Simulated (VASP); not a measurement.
# SnSe (Fm-3m) in VASP: a series of runs

SnSe is run at these levels: HSE06, PBE; tasks: single point.

Program: VASP 6.6.1. These are calculated values, not measurements. Logs are shortened: lines on timing, memory, paths and dates and some standing lists are left out, and cuts for length are marked.

### Step 1. The cell of the first run

Symmetry: Fm-3m, No. 225, cubic system. The conventional cell has a = 5.685 Å, b = 5.685 Å, c = 5.685 Å, α = 90.00°, β = 90.00°, γ = 90.00°. Sn (site symmetry m-3m) has 6 Se at 2.84 Å within 3.7 Å. Within 3.7 Å of Se (site symmetry m-3m) lie 6 Sn at 2.84 Å.

### Step 2. Single point, HSE06 (strain -5.3%)

POSCAR reads:

```
SnSe
1.0
    0.0000000000      2.8427009433      2.8427009433
    2.8427009433      0.0000000000      2.8427009433
    2.8427009433      2.8427009433      0.0000000000
Sn Se
1 1
Direct
    0.0000000000      0.0000000000      0.0000000000
    0.5000000000      0.5000000000      0.5000000000
```

INCAR.step1 reads:

```
SYSTEM = SnSe
  ALGO = Normal
  EDIFF = 1E-5
  ENCUT = 520
  GGA = PE
  ISIF = 2
  ISMEAR = -1
  LASPH = .TRUE.
  LCHARG = .FALSE.
  LREAL = .FALSE.
  LWAVE = .TRUE.
  NBANDS = 17
  NELM = 100
  PREC = Accurate
  SIGMA = 0.02
```

INCAR.step2 reads:

```
SYSTEM = SnSe
  ALGO = Normal
  EDIFF = 1E-7
  ENCUT = 520
  GGA = PE
  HFSCREEN = 0.2079
  ISIF = 2
  ISMEAR = -1
  ISTART = 1
  LASPH = .TRUE.
  LCHARG = .FALSE.
  LHFCALC = .TRUE.
  LREAL = .FALSE.
  LWAVE = .FALSE.
  NBANDS = 17
  NELM = 100
  PREC = Accurate
  PRECFOCK = Normal
  SIGMA = 0.02
```

KPOINTS reads:

```
k-points
0
G
  6 6 6
  0 0 0
```

Potentials or basis: VASP PAW PBE potentials, release 64 (Sn_d, Se).

Started as:

```
cat potpaw_PBE.64/Sn_d/POTCAR potpaw_PBE.64/Se/POTCAR > POTCAR
cp INCAR.step1 INCAR
mpirun -np 1 vasp_std > vasp.out
cp INCAR.step2 INCAR
mpirun -np 1 vasp_std > vasp.out
```

OUTCAR:

```text
SYSTEM = SnSe
   EDIFF = 1E-7
   ENCUT = 520
   GGA = PE
   HFSCREEN = 0.2079
   ISIF = 2
   ISMEAR = -1
   ISTART = 1
   LASPH = .TRUE.
   LHFCALC = .TRUE.
   LREAL = .FALSE.
   NELM = 100
   PREC = Accurate
   PRECFOCK = Normal

 ion  position               nearest neighbor table
   1  0.000  0.000  0.000-   2 2.84   2 2.84   2 2.84   2 2.84   2 2.84   2 2.84
   2  0.500  0.500  0.500-   1 2.84   1 2.84   1 2.84   1 2.84   1 2.84   1 2.84

  LATTYP: Found a face centered cubic cell.
 ALAT       =     5.6854018866

  Lattice vectors:

 A1 = (   0.0000000000,   2.8427009433,   2.8427009433)
 A2 = (   2.8427009433,   0.0000000000,   2.8427009433)
 A3 = (   2.8427009433,   2.8427009433,   0.0000000000)

Analysis of symmetry for initial positions (statically):
=====================================================================
 Subroutine PRICEL returns:
 Original cell was already a primitive cell.

 Routine SETGRP: Setting up the symmetry group for a
 face centered cubic supercell.

 Subroutine GETGRP returns: Found 48 space group operations
 (whereof 48 operations were pure point group operations)
 out of a pool of 48 trial point group operations.

The static configuration has the point symmetry O_h .

Analysis of symmetry for dynamics (positions and initial velocities):
=====================================================================
 Subroutine PRICEL returns:
 Original cell was already a primitive cell.

 Routine SETGRP: Setting up the symmetry group for a
 face centered cubic supercell.

 Subroutine GETGRP returns: Found 48 space group operations
 (whereof 48 operations were pure point group operations)
 out of a pool of 48 trial point group operations.

The dynamic configuration has the point symmetry O_h .

 Subroutine INISYM returns: Found 48 space group operations
 (whereof 48 operations are pure point group operations),
 and found     1 'primitive' translations

----------------------------------------------------------------------------------------

                                     Primitive cell

  volume of cell :      45.9434

  direct lattice vectors                    reciprocal lattice vectors
     0.000000000  2.842700943  2.842700943    -0.175889061  0.175889061  0.175889061
     2.842700943  0.000000000  2.842700943     0.175889061 -0.175889061  0.175889061
     2.842700943  2.842700943  0.000000000     0.175889061  0.175889061 -0.175889061

  length of vectors
     4.020186228  4.020186228  4.020186228     0.304648790  0.304648790  0.304648790

  position of ions in fractional coordinates (direct lattice)
     0.000000000  0.000000000  0.000000000
     0.500000000  0.500000000  0.500000000

  ion indices of the primitive-cell ions
   primitive index   ion index
                 1           1
                 2           2

----------------------------------------------------------------------------------------

 KPOINTS: k-points

Automatic generation of k-mesh.
 Grid dimensions read from file:
 generate k-points for:    6    6    6

 Generating k-lattice:

  Cartesian coordinates                     Fractional coordinates (reciprocal lattice)
    -0.029314844  0.029314844  0.029314844     0.166666667  0.000000000  0.000000000
     0.029314844 -0.029314844  0.029314844     0.000000000  0.166666667  0.000000000
     0.029314844  0.029314844 -0.029314844     0.000000000  0.000000000  0.166666667

  Length of vectors
     0.050774798  0.050774798  0.050774798

  Shift w.r.t. Gamma in fractional coordinates (k-lattice)
     0.000000000  0.000000000  0.000000000

 Subroutine IBZKPT returns following result:
 ===========================================

 Found     16 irreducible k-points:

 Following reciprocal coordinates:
            Coordinates               Weight
  0.000000  0.000000  0.000000      1.000000
  0.166667  0.000000  0.000000      8.000000
  0.333333  0.000000  0.000000      8.000000
  0.500000  0.000000  0.000000      4.000000
  0.166667  0.166667  0.000000      6.000000
  0.333333  0.166667  0.000000     24.000000
[... 8 lines left out ...]
 -0.333333  0.333333  0.166667     24.000000
 -0.333333  0.500000  0.166667     12.000000
   k-points           NKPTS =     16   k-points in BZ     NKDIM =    216   number of bands    NBANDS=     17
   number of dos      NEDOS =    301   number of ions     NIONS =      2
   total plane-waves  NPLWV =  27000
   dimension x,y,z NGX =    30 NGY =   30 NGZ =   30
   dimension x,y,z NGXF=    60 NGYF=   60 NGZF=   60
   ions per type =               1   1
   NGX,Y,Z   is equivalent  to a cutoff of  12.41, 12.41, 12.41 a.u.
   NGXF,Y,Z  is equivalent  to a cutoff of  24.81, 24.81, 24.81 a.u.
 SYSTEM =  SnSe
   PREC   = accura    normal or accurate (medium, high low for compatibility)
   ISTART =      1    job   : 0-new  1-cont  2-samecut
   ICHARG =      0    charge: 1-file 2-atom 10-const
   ISPIN  =      1    spin polarized calculation?
   LNONCOLLINEAR =      F non collinear calculations
   LSORBIT =      F    spin-orbit coupling
   LASPH  =      T    aspherical Exc in radial PAW
   ENCUT  =  520.0 eV  38.22 Ry    6.18 a.u.   7.47  7.47  7.47*2*pi/ulx,y,z
   NELM   =    100;   NELMIN=  2; NELMDL=  0     # of ELM steps
   EDIFF  = 0.1E-06   stopping-criterion for ELM
   LREAL  =      F    real-space projection
   EDIFFG = 0.1E-05   stopping-criterion for IOM
   NSW    =      0    number of steps for IOM
   IBRION =     -1    ionic relax: 0-MD 1-quasi-New 2-CG
   NFREE  =      0    steps in history (QN), initial steepest desc. (CG)
   ISIF   =      2    stress and relaxation
   ISYM   =      3    0-nonsym 1-usesym 2-fastsym
   POTIM  = 0.5000    time-step for ionic-motion
   TEBEG  =    0.0;   TEEND  =   0.0 temperature during run
   PSTRESS=    0.0 pullay stress
   NELECT =      20.0000    total number of electrons
   NUPDOWN=      -1.0000    fix difference up-down
   EMIN   =  10.00;   EMAX   =-10.00  energy-range for DOS
   EFERMI =   0.00;   METHOD = LEGACY
   ISMEAR =    -1;   SIGMA  =   0.02  broadening in eV -4-tet -1-fermi 0-gaus
   EFERMI_NEDOS =   21; number of points for ismear=-14 and -15
   IALGO  =     38    algorithm
   IMIX   =      1    mixing-type and parameters
     AMIX     =   0.40;   BMIX     =  1.00
     AMIX_MAG =   1.60;   BMIX_MAG =  1.00
  volume/ion in A,a.u.               =      22.97       155.02
  Fermi-wavevector in a.u.,A,eV,Ry     =   1.240729  2.344638 20.944929  1.539409
  Thomas-Fermi vector in A             =   2.375157
   LORBIT       =      0    0 simple, 1 ext, 2 COOP (PROOUT), +10 PAW based schemes
   GGA     = PE    functional components
   LHFCALC =     T    Hartree Fock is set to
   PRECFOCK=normal    Normal, Fast or Accurate (Low or Medium for compatibility)
   ENCUT4O =  -1.0   cutoff for four orbital integrals eV
   NKREDX  =     1    reduce k-point grid by
   NKREDY  =     1    reduce k-point grid by
   NKREDZ  =     1    reduce k-point grid by
   AEXX    =    0.2500 exact exchange contribution
   HFSCREEN=    0.2079 screening length (either q_TF or 0.3 A-1)
   HFSCREENC=   0.2079 screening length for correlation (either q_TF or 0.3 A-1)
   ENCUTFOCK=  -1.0 apply spherical cutoff to Coloumb kernel
   IVDW    =     0    specifies the selected vdW correction
   LEPSILON=     F    determine dielectric tensor
   LRPA    =     F    only Hartree local field effects (RPA)
 non-spin polarized calculation
  energy-cutoff  :      520.00
  volume of cell :       45.94
 maximum number of plane-waves:      1258
 NGX is ok and might be reduce to    30
  NGX = 24; NGY = 24; NGZ = 24

 number of electron      19.9999999 magnetization

 Free energy of the ion-electron system (eV)
  ---------------------------------------------------
  ext. energy  EPLUGINS =         0.00000000
  ---------------------------------------------------
  free energy    TOTEN  =        -9.51297531 eV

  energy without entropy =       -9.51297531  energy(sigma->0) =       -9.51297531

 E-fermi :   7.9941     XC(G=0):  -8.6243

 val. band max:        7.5908823498   @ k =   0.5000   0.0000   0.0000
 cond. band min:       8.8885254537   @ k =   0.5000   0.0000   0.0000
 fundamental gap:      1.2976431040
 Fermi energy:         7.9941008622

 k-point     1 :       0.0000    0.0000    0.0000
  band No.  band energies     occupation
      1     -16.4410      2.00000
      2     -16.4410      2.00000
      3     -16.4223      2.00000
      4     -16.4223      2.00000
      5     -16.4223      2.00000
      6      -9.3794      2.00000
[... 9 lines left out ...]
     16      13.6553      0.00000
     17      16.0260      0.00000

 k-point     2 :       0.1667    0.0000    0.0000
  band No.  band energies     occupation
      1     -16.4451      2.00000
      2     -16.4451      2.00000
      3     -16.4216      2.00000
      4     -16.4170      2.00000
      5     -16.4170      2.00000
      6      -9.0930      2.00000
[... 9 lines left out ...]
     16      14.4557      0.00000
     17      18.3886      0.00000

 k-point     3 :       0.3333    0.0000    0.0000
  band No.  band energies     occupation
      1     -16.4549      2.00000
      2     -16.4549      2.00000
      3     -16.4203      2.00000
      4     -16.4048      2.00000
      5     -16.4048      2.00000
      6      -8.3722      2.00000
[... 9 lines left out ...]
     16      16.3983      0.00000
     17      21.5503      0.00000

 k-point     4 :       0.5000    0.0000    0.0000
  band No.  band energies     occupation
      1     -16.4600      2.00000
      2     -16.4600      2.00000
      3     -16.4198      2.00000
      4     -16.3984      2.00000
      5     -16.3984      2.00000
      6      -7.8758      2.00000
[... 9 lines left out ...]
     16      18.7368      0.00000
     17      19.2847      0.00000

 k-point     5 :       0.1667    0.1667    0.0000
  band No.  band energies     occupation
      1     -16.4555      2.00000
      2     -16.4373      2.00000
      3     -16.4259      2.00000
      4     -16.4138      2.00000
      5     -16.4138      2.00000
      6      -8.9937      2.00000
[... 9 lines left out ...]
     16      15.9789      0.00000
     17      16.9180      0.00000

 k-point     6 :       0.3333    0.1667    0.0000
  band No.  band energies     occupation
      1     -16.4691      2.00000
      2     -16.4409      2.00000
      3     -16.4251      2.00000
      4     -16.4062      2.00000
      5     -16.4026      2.00000
      6      -8.4026      2.00000
[... 9 lines left out ...]
     16      17.5102      0.00000
     17      19.7592      0.00000

 k-point     7 :       0.5000    0.1667    0.0000
  band No.  band energies     occupation
      1     -16.4731      2.00000
      2     -16.4508      2.00000
      3     -16.4183      2.00000
      4     -16.4028      2.00000
      5     -16.3962      2.00000
      6      -7.7624      2.00000
[... 9 lines left out ...]
     16      18.9564      0.00000
     17      19.6883      0.00000

 k-point     8 :      -0.3333    0.1667    0.0000
  band No.  band energies     occupation
      1     -16.4636      2.00000
      2     -16.4558      2.00000
      3     -16.4160      2.00000
      4     -16.4032      2.00000
      5     -16.4022      2.00000
      6      -7.9363      2.00000
[... 9 lines left out ...]
     16      18.2515      0.00000
     17      20.0827      0.00000
[... 43 lines left out ...]
      1     -16.5024      2.00000
      2     -16.4335      2.00000
      3     -16.4299      2.00000
      4     -16.3934      2.00000
      5     -16.3905      2.00000
      6      -7.4944      2.00000
[... 9 lines left out ...]
     16      19.8333      0.00000
     17      20.4853      0.00000

 k-point    12 :      -0.3333    0.3333    0.0000
  band No.  band energies     occupation
      1     -16.4867      2.00000
      2     -16.4454      2.00000
      3     -16.4164      2.00000
      4     -16.4026      2.00000
      5     -16.3949      2.00000
      6      -7.4547      2.00000
[... 9 lines left out ...]
     16      18.1796      0.00000
     17      20.8410      0.00000

 k-point    13 :       0.5000    0.5000    0.0000
  band No.  band energies     occupation
      1     -16.5180      2.00000
      2     -16.4368      2.00000
      3     -16.4258      2.00000
      4     -16.3866      2.00000
      5     -16.3866      2.00000
      6      -7.3339      2.00000
[... 9 lines left out ...]
     16      21.5083      0.00000
     17      21.5084      0.00000

 k-point    14 :       0.5000    0.3333    0.1667
  band No.  band energies     occupation
      1     -16.4823      2.00000
      2     -16.4428      2.00000
      3     -16.4226      2.00000
      4     -16.4013      2.00000
      5     -16.3963      2.00000
      6      -7.8159      2.00000
[... 9 lines left out ...]
     16      18.6978      0.00000
     17      19.5506      0.00000

 k-point    15 :      -0.3333    0.3333    0.1667
  band No.  band energies     occupation
      1     -16.4860      2.00000
      2     -16.4464      2.00000
      3     -16.4130      2.00000
      4     -16.4094      2.00000
      5     -16.3913      2.00000
      6      -7.4542      2.00000
[... 9 lines left out ...]
     16      20.2451      0.00000
     17      20.4213      0.00000

 k-point    16 :      -0.3333    0.5000    0.1667
  band No.  band energies     occupation
      1     -16.5019      2.00000
      2     -16.4372      2.00000
      3     -16.4248      2.00000
      4     -16.3997      2.00000
      5     -16.3866      2.00000
      6      -7.3042      2.00000
[... 9 lines left out ...]
     16      20.5439      0.00000
     17      21.5899      0.00000

------------------------ aborting loop because EDIFF is reached ----------------------------------------

  FORCE on cell =-STRESS in cart. coord.  units (eV):
  Direction    XX          YY          ZZ          XY          YZ          ZX
  --------------------------------------------------------------------------------------
  -------------------------------------------------------------------------------------
  Total        3.4522481      3.4522481      3.4522481      0.0000000      0.0000000      0.0000000
  in kB      120.3896254    120.3896254    120.3896254      0.0000000      0.0000000      0.0000000
  external PRESSURE =     120.3896254 kB  Pullay stress =       0.0000000 kB

 VOLUME and BASIS-vectors are now :
 -----------------------------------------------------------------------------
  energy-cutoff  :      520.00
  volume of cell :       45.94
      direct lattice vectors                 reciprocal lattice vectors
     0.000000000  2.842700943  2.842700943    -0.175889061  0.175889061  0.175889061
     2.842700943  0.000000000  2.842700943     0.175889061 -0.175889061  0.175889061
     2.842700943  2.842700943  0.000000000     0.175889061  0.175889061 -0.175889061

 POSITION                                       TOTAL-FORCE (eV/Angst)
 -----------------------------------------------------------------------------------
      0.00000      0.00000      0.00000        -0.000000      0.000000      0.000000
      2.84270      2.84270      2.84270         0.000000     -0.000000     -0.000000
 -----------------------------------------------------------------------------------
    total drift:                               -0.000000     -0.000000     -0.000000

  FREE ENERGIE OF THE ION-ELECTRON SYSTEM (eV)
  ---------------------------------------------------
  free  energy   TOTEN  =        -9.5129753100 eV

  energy  without entropy=       -9.5129753099  energy(sigma->0) =       -9.51297531
```

Wall time 56 min (1 thread of AMD EPYC 9R45 (Zen 5), shared host); peak memory 0.27 GiB.

Results:

- Free energy: -9.5130 eV
- Pressure: 12.0 GPa
- Band gap on the k mesh: 1.30 eV, direct

Caveat: the cell differs from its parent crystal (strain -5.3%); the PAW data sets were made with another functional, which shifts forces and pressure a little; spin-orbit coupling is left out, which moves the levels of the heavy elements. A k mesh can miss the band edges.

### Step 3. Single point, PBE (strain -5.3%)

INCAR reads:

```
PREC = Accurate
ENCUT = 500
EDIFF = 1E-6
ISMEAR = -1
SIGMA = 0.02
LREAL = F
LASPH = T
NELM = 120
ALGO = Normal
ISIF = 2
LWAVE = F
LCHARG = T
GGA = PE
LELF = T
LVHAR = T
NBANDS = 17
GGA_COMPAT = F
```

KPOINTS reads:

```
Automatic mesh
0
Gamma
  8 8 8
```

POSCAR is that of step 2.

Potentials or basis: VASP PAW PBE potentials, release 64 (Sn_d, Se).

Started as:

```
cat potpaw_PBE.64/Sn_d/POTCAR potpaw_PBE.64/Se/POTCAR > POTCAR
mpirun -np 1 vasp_std > vasp.out
```

Wall time 52 s (1 thread of AMD EPYC 7R13, shared host); peak memory 0.15 GiB.

Results (log left out):

```yaml
Free_energy: -7.8655 eV
Pressure: 14.0 GPa
Band_gap_on_the_k_mesh: 0.61 eV, indirect (least direct gap 0.75 eV)
```

Levels at points of the mesh, in eV from the valence-band top:
| k point | band 7 | band 8 | band 9 | band 10 | band 11 | band 12 | band 13 | band 14 |
| --- | --- | --- | --- | --- | --- | --- | --- | --- |
| (0.00, 0.00, 0.00) | -4.61 | -2.91 | -2.91 | -2.91 | 4.79 | 4.79 | 4.79 | 5.43 |
| (0.50, 0.00, 0.00) | -9.26 | -2.61 | -2.61 | -0.34 | 0.90 | 0.90 | 1.12 | 8.54 |
| (0.50, 0.50, 0.00) | -6.95 | -6.26 | -4.71 | -4.71 | 2.19 | 6.18 | 6.18 | 6.94 |

Caveat: the cell differs from its parent crystal (strain -5.3%); spin-orbit coupling is left out, which moves the levels of the heavy elements. A k mesh can miss the band edges.
